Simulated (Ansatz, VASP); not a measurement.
## One calculation of Sn, two programs

```xyz
2
Lattice="0.0000 3.3754 2.9860 3.3754 0.0000 2.9860 3.3754 3.3754 0.0000" Properties=species:S:1:pos:R:3 pbc="T T T"
Sn    3.3754    3.3754    2.9860
Sn    5.0631    5.0631    4.4789
```

Change from the starting cell: strain +0.040 along x and y, -0.080 along z, atoms carried along.

Alike in both runs: task single point; functional PBEsol; k mesh 12 × 12 × 12; occupations gaussian, width 0.15 eV; no spin polarisation.

|  | VASP | Ansatz |
| --- | --- | --- |
| version | VASP 6.6.1 | Ansatz 0.2.0 |
| potentials or method | VASP PAW PBE potentials, release 64 (Sn_d), cutoff 520 eV | scalar-relativistic, plane waves, PAW |
| valence electrons in the cell | 28 | 28 |

|  | VASP | Ansatz | Ansatz less VASP |
| --- | --- | --- | --- |
| gap on the k mesh at the Fermi level (eV) | none | none | - |
| pressure (GPa) | 0.9 | 1.0 | +0.13 |
| traceless stress, the component that is largest in VASP (GPa) | 1.86 | 1.85 | -0.005 |

VASP's potentials were made for PBE, not for PBEsol. A gap of «none» marks a metal or a gap that the smearing closes. With one functional, cell and mesh, what is left measures potentials, basis and numerics.
